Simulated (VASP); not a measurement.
Write the native input for VASP 6.6.1 that does the following.

```
Task                   : single point
Functional             : PBE
Potentials or basis    : VASP PAW PBE potentials, release 64 (Cd, Te)
Cutoff                 : 520 eV
k mesh                 : 2 × 2 × 4
Occupations            : gaussian, width 0.1 eV
Spin                   : no spin polarisation
Dipole correction      : no
Further INCAR settings : ALGO = Normal; EDIFF = 1e-07; NBANDS = 46
```

The structure of CdTe lies in POSCAR:

```
CdTe
1.0
    7.7564069900      0.0000000000      0.0000000000
    0.0000000000      7.7564069900      0.0000000000
    0.0000000000      0.0000000000      4.6552191100
Cd Te
4 4
Direct
    0.6804985700      0.6804985700      0.0000000000
    0.1804985700      0.8195014300      0.5000000000
    0.8195014300      0.1804985700      0.5000000000
    0.3195014300      0.3195014300      0.0000000000
    0.8195014300      0.8195014300      0.5000000000
    0.1804985700      0.1804985700      0.5000000000
    0.6804985700      0.3195014300      0.0000000000
    0.3195014300      0.6804985700      0.0000000000
```

The cell was generated, and may not be a known phase.

These files were run (other wordings do the same):

INCAR

```
SYSTEM = CdTe
PREC = Accurate
ENCUT = 520
EDIFF = 1E-7
ISMEAR = 0
SIGMA = 0.1
LREAL = .False.
LASPH = .True.
NELM = 100
ALGO = Normal
ISIF = 2
LWAVE = .False.
LCHARG = .False.
GGA = PE
NBANDS = 46
```

KPOINTS

```
regular mesh
0
Gamma
  2 2 4
  0 0 0
```

Potentials or basis: VASP PAW PBE potentials, release 64 (Cd, Te).

Launch:

```sh
$ cat potpaw_PBE.64/Cd/POTCAR potpaw_PBE.64/Te/POTCAR > POTCAR
$ mpirun -np 1 vasp_std > vasp.out
```

Results of the run:

```
Pressure               : 3.6 GPa
Largest force          : 0.411 eV/Å
Band gap on the k mesh : 0.89 eV
```

Caveat: the cell stands under pressure; spin-orbit coupling is left out, which moves the levels of the heavy elements.

It took 2.2 min on 1 thread of Intel(R) Xeon(R) Platinum 8488C (Sapphire Rapids) (shared host), peak memory 0.37 GiB.
